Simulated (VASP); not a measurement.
# NaF (Villiaumite) (Fm-3m) in VASP: notebook

NaF (Villiaumite) is run at these levels: LDA, PBE, PBEsol; tasks: single point.

Program: VASP 6.6.1. These are calculated values, not measurements. Logs are shortened: lines on timing, memory, paths and dates and some standing lists are left out, and cuts for length are marked.

## 1. The cell of the first run

Symmetry: Fm-3m, No. 225, cubic system. The conventional cell has a = 4.503 Å, b = 4.503 Å, c = 4.503 Å, α = 90.00°, β = 90.00°, γ = 90.00°. Within 3.0 Å of Na (site symmetry m-3m) lie 6 F at 2.25 Å. Within 3.0 Å of F (site symmetry m-3m) lie 6 Na at 2.25 Å.

## 2. Single point, LDA

INCAR

```
  PREC = Accurate
  ENCUT = 520
  EDIFF = 1E-6
  ISMEAR = -1
  SIGMA = 0.02
  LREAL = F
  LASPH = T
  NELM = 100
  ALGO = Normal
  ISIF = 2
  LWAVE = F
  LCHARG = F
  NBANDS = 14
```

KPOINTS

```
Automatic mesh
0
Gamma
  8 8 8
```

POSCAR

```
NaF
1.0
    0.0000000000      2.2514022873      2.2514022873
    2.2514022873      0.0000000000      2.2514022873
    2.2514022873      2.2514022873      0.0000000000
Na F
1 1
Direct
    0.0000000000      0.0000000000      0.0000000000
    0.5000000000      0.5000000000      0.5000000000
```

Potentials or basis: VASP PAW LDA potentials, release 64 (Na_pv, F).

Command:

```
$ cat potpaw_LDA.64/Na_pv/POTCAR potpaw_LDA.64/F/POTCAR > POTCAR
$ mpirun -np 1 vasp_std > vasp.out
```

OUTCAR:

```text
PREC = Accurate
   ENCUT = 520
   EDIFF = 1E-6
   ISMEAR = -1
   LREAL = F
   LASPH = T
   NELM = 100
   ISIF = 2

 ion  position               nearest neighbor table
   1  0.000  0.000  0.000-   2 2.25   2 2.25   2 2.25   2 2.25   2 2.25   2 2.25
   2  0.500  0.500  0.500-   1 2.25   1 2.25   1 2.25   1 2.25   1 2.25   1 2.25

  LATTYP: Found a face centered cubic cell.
 ALAT       =     4.5028045746

  Lattice vectors:

 A1 = (   0.0000000000,   2.2514022873,   2.2514022873)
 A2 = (   2.2514022873,   0.0000000000,   2.2514022873)
 A3 = (   2.2514022873,   2.2514022873,   0.0000000000)

Analysis of symmetry for initial positions (statically):
=====================================================================
 Subroutine PRICEL returns:
 Original cell was already a primitive cell.

 Routine SETGRP: Setting up the symmetry group for a
 face centered cubic supercell.

 Subroutine GETGRP returns: Found 48 space group operations
 (whereof 48 operations were pure point group operations)
 out of a pool of 48 trial point group operations.

The static configuration has the point symmetry O_h .

Analysis of symmetry for dynamics (positions and initial velocities):
=====================================================================
 Subroutine PRICEL returns:
 Original cell was already a primitive cell.

 Routine SETGRP: Setting up the symmetry group for a
 face centered cubic supercell.

 Subroutine GETGRP returns: Found 48 space group operations
 (whereof 48 operations were pure point group operations)
 out of a pool of 48 trial point group operations.

The dynamic configuration has the point symmetry O_h .

 Subroutine INISYM returns: Found 48 space group operations
 (whereof 48 operations are pure point group operations),
 and found     1 'primitive' translations

----------------------------------------------------------------------------------------

                                     Primitive cell

  volume of cell :      22.8239

  direct lattice vectors                    reciprocal lattice vectors
     0.000000000  2.251402287  2.251402287    -0.222083811  0.222083811  0.222083811
     2.251402287  0.000000000  2.251402287     0.222083811 -0.222083811  0.222083811
     2.251402287  2.251402287  0.000000000     0.222083811  0.222083811 -0.222083811

  length of vectors
     3.183963649  3.183963649  3.183963649     0.384660444  0.384660444  0.384660444

  position of ions in fractional coordinates (direct lattice)
     0.000000000  0.000000000  0.000000000
     0.500000000  0.500000000  0.500000000

  ion indices of the primitive-cell ions
   primitive index   ion index
                 1           1
                 2           2

----------------------------------------------------------------------------------------

 KPOINTS: Automatic mesh

Automatic generation of k-mesh.
 Grid dimensions read from file:
 generate k-points for:    8    8    8

 Generating k-lattice:

  Cartesian coordinates                     Fractional coordinates (reciprocal lattice)
    -0.027760476  0.027760476  0.027760476     0.125000000  0.000000000  0.000000000
     0.027760476 -0.027760476  0.027760476     0.000000000  0.125000000  0.000000000
     0.027760476  0.027760476 -0.027760476     0.000000000  0.000000000  0.125000000

  Length of vectors
     0.048082556  0.048082556  0.048082556

  Shift w.r.t. Gamma in fractional coordinates (k-lattice)
     0.000000000  0.000000000  0.000000000

 Subroutine IBZKPT returns following result:
 ===========================================

 Found     29 irreducible k-points:

 Following reciprocal coordinates:
            Coordinates               Weight
  0.000000  0.000000  0.000000      1.000000
  0.125000  0.000000  0.000000      8.000000
  0.250000  0.000000  0.000000      8.000000
  0.375000  0.000000  0.000000      8.000000
  0.500000  0.000000  0.000000      4.000000
  0.125000  0.125000  0.000000      6.000000
[... 16 lines left out ...]
  0.500000  0.250000  0.125000     48.000000
 -0.375000  0.250000  0.125000     24.000000
 [... further k-points ...]
   k-points           NKPTS =     29   k-points in BZ     NKDIM =     29   number of bands    NBANDS=     14
   number of dos      NEDOS =    301   number of ions     NIONS =      2
   total plane-waves  NPLWV =  13824
   dimension x,y,z NGX =    24 NGY =   24 NGZ =   24
   dimension x,y,z NGXF=    48 NGYF=   48 NGZF=   48
   ions per type =               1   1
   NGX,Y,Z   is equivalent  to a cutoff of  12.53, 12.53, 12.53 a.u.
   NGXF,Y,Z  is equivalent  to a cutoff of  25.06, 25.06, 25.06 a.u.
 SYSTEM =  unknown system
   PREC   = accura    normal or accurate (medium, high low for compatibility)
   ISTART =      0    job   : 0-new  1-cont  2-samecut
   ICHARG =      2    charge: 1-file 2-atom 10-const
   ISPIN  =      1    spin polarized calculation?
   LNONCOLLINEAR =      F non collinear calculations
   LSORBIT =      F    spin-orbit coupling
   LASPH  =      T    aspherical Exc in radial PAW
   ENCUT  =  520.0 eV  38.22 Ry    6.18 a.u.   5.92  5.92  5.92*2*pi/ulx,y,z
   NELM   =    100;   NELMIN=  2; NELMDL= -5     # of ELM steps
   EDIFF  = 0.1E-05   stopping-criterion for ELM
   LREAL  =      F    real-space projection
   EDIFFG = 0.1E-04   stopping-criterion for IOM
   NSW    =      0    number of steps for IOM
   IBRION =     -1    ionic relax: 0-MD 1-quasi-New 2-CG
   NFREE  =      0    steps in history (QN), initial steepest desc. (CG)
   ISIF   =      2    stress and relaxation
   ISYM   =      2    0-nonsym 1-usesym 2-fastsym
   POTIM  = 0.5000    time-step for ionic-motion
   TEBEG  =    0.0;   TEEND  =   0.0 temperature during run
   PSTRESS=    0.0 pullay stress
   NELECT =      14.0000    total number of electrons
   NUPDOWN=      -1.0000    fix difference up-down
   EMIN   =  10.00;   EMAX   =-10.00  energy-range for DOS
   EFERMI =   0.00;   METHOD = LEGACY
   ISMEAR =    -1;   SIGMA  =   0.02  broadening in eV -4-tet -1-fermi 0-gaus
   EFERMI_NEDOS =   21; number of points for ismear=-14 and -15
   IALGO  =     38    algorithm
   IMIX   =      4    mixing-type and parameters
     AMIX     =   0.40;   BMIX     =  1.00
     AMIX_MAG =   1.60;   BMIX_MAG =  1.00
  volume/ion in A,a.u.               =      11.41        77.01
  Fermi-wavevector in a.u.,A,eV,Ry     =   1.390981  2.628572 26.324920  1.934827
  Thomas-Fermi vector in A             =   2.514864
   LORBIT       =      0    0 simple, 1 ext, 2 COOP (PROOUT), +10 PAW based schemes
   GGA     = CA    functional components
   LHFCALC =     F    Hartree Fock is set to
   AEXX    =    0.0000 exact exchange contribution
   IVDW    =     0    specifies the selected vdW correction
   LEPSILON=     F    determine dielectric tensor
   LRPA    =     F    only Hartree local field effects (RPA)
 non-spin polarized calculation
  energy-cutoff  :      520.00
  volume of cell :       22.82
 maximum number of plane-waves:       636
   NGX = 11   NGY = 11   NGZ = 11

 number of electron      14.0000021 magnetization

 Free energy of the ion-electron system (eV)
  ---------------------------------------------------
  ext. energy  EPLUGINS =         0.00000000
  ---------------------------------------------------
  free energy    TOTEN  =        -9.33257953 eV

  energy without entropy =       -9.33257953  energy(sigma->0) =       -9.33257953

 E-fermi :  -1.7055     XC(G=0): -10.3839

 val. band max:       -2.1117163292   @ k =   0.0000   0.0000   0.0000
 cond. band min:       4.3235384332   @ k =   0.0000   0.0000   0.0000
 fundamental gap:      6.4352547624
 Fermi energy:        -1.7055043615

 k-point     1 :       0.0000    0.0000    0.0000
  band No.  band energies     occupation
      1     -21.0344      2.00000
      2     -20.6329      2.00000
      3     -20.6329      2.00000
      4     -20.6329      2.00000
      5      -2.1117      2.00000
      6      -2.1117      2.00000
      7      -2.1117      2.00000
      8       4.3235      0.00000
      9      17.0168      0.00000
     10      17.0168      0.00000
     11      17.0168      0.00000
     12      20.0135      0.00000
     13      22.3415      0.00000
     14      22.3415      0.00000

 k-point     2 :       0.1250    0.0000    0.0000
  band No.  band energies     occupation
      1     -21.2489      2.00000
      2     -20.6353      2.00000
      3     -20.6353      2.00000
      4     -20.3905      2.00000
      5      -2.4611      2.00000
      6      -2.1591      2.00000
      7      -2.1591      2.00000
      8       4.9114      0.00000
      9      15.2309      0.00000
     10      17.2934      0.00000
     11      17.2934      0.00000
     12      21.8291      0.00000
     13      21.8291      0.00000
     14      22.1037      0.00000

 k-point     3 :       0.2500    0.0000    0.0000
  band No.  band energies     occupation
      1     -21.5177      2.00000
      2     -20.6410      2.00000
      3     -20.6410      2.00000
      4     -20.0535      2.00000
      5      -3.1665      2.00000
      6      -2.2717      2.00000
      7      -2.2717      2.00000
      8       6.2928      0.00000
      9      13.1449      0.00000
     10      17.9309      0.00000
     11      17.9309      0.00000
     12      21.1948      0.00000
     13      21.1948      0.00000
     14      23.1165      0.00000
[... 324 lines left out ...]
 k-point    23 :       0.5000    0.2500    0.1250
  band No.  band energies     occupation
      1     -21.5384      2.00000
      2     -20.7064      2.00000
      3     -20.6662      2.00000
      4     -19.9269      2.00000
      5      -3.5613      2.00000
      6      -2.6988      2.00000
      7      -2.4725      2.00000
      8       8.8292      0.00000
      9      11.5854      0.00000
     10      15.8307      0.00000
     11      17.7418      0.00000
     12      19.9322      0.00000
     13      22.1374      0.00000
     14      26.6433      0.00000

 k-point    24 :      -0.3750    0.2500    0.1250
  band No.  band energies     occupation
      1     -21.5552      2.00000
      2     -20.7109      2.00000
      3     -20.6765      2.00000
      4     -19.8883      2.00000
      5      -3.6437      2.00000
      6      -2.7923      2.00000
      7      -2.5171      2.00000
      8       9.8410      0.00000
      9      10.9012      0.00000
     10      15.5070      0.00000
     11      17.4549      0.00000
     12      20.6011      0.00000
     13      21.7104      0.00000
     14      26.7988      0.00000

 [... further k-points ...]

------------------------ aborting loop because EDIFF is reached ----------------------------------------

  FORCE on cell =-STRESS in cart. coord.  units (eV):
  Direction    XX          YY          ZZ          XY          YZ          ZX
  --------------------------------------------------------------------------------------
  -------------------------------------------------------------------------------------
  Total       -0.0041976     -0.0041976     -0.0041976      0.0000000      0.0000000      0.0000000
  in kB       -0.2946621     -0.2946621     -0.2946621      0.0000000      0.0000000      0.0000000
  external PRESSURE =      -0.2946621 kB  Pullay stress =       0.0000000 kB

 VOLUME and BASIS-vectors are now :
 -----------------------------------------------------------------------------
  energy-cutoff  :      520.00
  volume of cell :       22.82
      direct lattice vectors                 reciprocal lattice vectors
     0.000000000  2.251402287  2.251402287    -0.222083811  0.222083811  0.222083811
     2.251402287  0.000000000  2.251402287     0.222083811 -0.222083811  0.222083811
     2.251402287  2.251402287  0.000000000     0.222083811  0.222083811 -0.222083811

 POSITION                                       TOTAL-FORCE (eV/Angst)
 -----------------------------------------------------------------------------------
      0.00000      0.00000      0.00000        -0.000000     -0.000000      0.000000
      2.25140      2.25140      2.25140         0.000000      0.000000     -0.000000
 -----------------------------------------------------------------------------------
    total drift:                                0.000000     -0.000000      0.000000

  FREE ENERGIE OF THE ION-ELECTRON SYSTEM (eV)
  ---------------------------------------------------
  free  energy   TOTEN  =        -9.3325795251 eV

  energy  without entropy=       -9.3325795251  energy(sigma->0) =       -9.33257953
```

Run time: 6.2 s. Hardware: 1 thread of Intel Xeon Platinum 8259CL at 2.50GHz (Skylake/Cascade Lake), shared host; peak memory 0.12 GiB.

Results:

| Item | Value |
| --- | --- |
| Free energy | -9.3326 eV |
| Pressure | 0.0 GPa |
| Band gap on the k mesh | 6.44 eV, direct |

Levels at points of the mesh, in eV from the valence-band top:
| k point | band 5 | band 6 | band 7 | band 8 | band 9 | band 10 |
| --- | --- | --- | --- | --- | --- | --- |
| (0.00, 0.00, 0.00) | 0.00 | 0.00 | 0.00 | 6.44 | 19.13 | 19.13 |
| (0.50, 0.00, 0.00) | -1.87 | -0.32 | -0.32 | 10.91 | 12.83 | 20.60 |
| (0.50, 0.50, 0.00) | -1.47 | -0.46 | -0.46 | 13.11 | 13.47 | 14.10 |

## 3. Single point, PBE

This run uses another cell than the first one, of 12.97 Å³/atom, 1.137 times its volume.

INCAR

```
SYSTEM = NaF
  PREC = Accurate
  ENCUT = 520
  EDIFF = 1E-6
  ISMEAR = -1
  SIGMA = 0.02
  LREAL = .FALSE.
  LASPH = .TRUE.
  NELM = 60
  ALGO = Normal
  ISIF = 2
  LWAVE = .FALSE.
  LCHARG = .FALSE.
  GGA = PE
  NBANDS = 14
```

KPOINTS

```
regular mesh
0
G
  8 8 8
  0 0 0
```

POSCAR

```
NaF
1.0
    0.0000000000      2.3497437939      2.3497437939
    2.3497437939      0.0000000000      2.3497437939
    2.3497437939      2.3497437939      0.0000000000
Na F
1 1
Direct
    0.0000000000      0.0000000000      0.0000000000
    0.5000000000      0.5000000000      0.5000000000
```

Potentials or basis: VASP PAW PBE potentials, release 64 (Na_pv, F).

Command:

```
$ cat potpaw_PBE.64/Na_pv/POTCAR potpaw_PBE.64/F/POTCAR > POTCAR
$ mpirun -np 1 vasp_std > vasp.out
```

Wall time 14 s (1 thread of Intel Xeon Platinum 8259CL at 2.50GHz (Skylake/Cascade Lake), shared host); peak memory 0.15 GiB.

The run converged. Its results:

```yaml
Free_energy: -8.5695 eV
Pressure: -0.1 GPa
Band_gap_on_the_k_mesh: 6.08 eV, direct
```

Levels at points of the mesh, in eV from the valence-band top:
| k point | band 5 | band 6 | band 7 | band 8 | band 9 | band 10 |
| --- | --- | --- | --- | --- | --- | --- |
| (0.00, 0.00, 0.00) | 0.00 | 0.00 | 0.00 | 6.08 | 18.67 | 18.67 |
| (0.50, 0.00, 0.00) | -1.50 | -0.23 | -0.23 | 10.52 | 12.11 | 19.65 |
| (0.50, 0.50, 0.00) | -1.21 | -0.38 | -0.38 | 12.81 | 13.16 | 13.19 |

A hybrid or GW would open this gap; PBE tends to underestimate it.

(Part 1 of 2 ends here.)
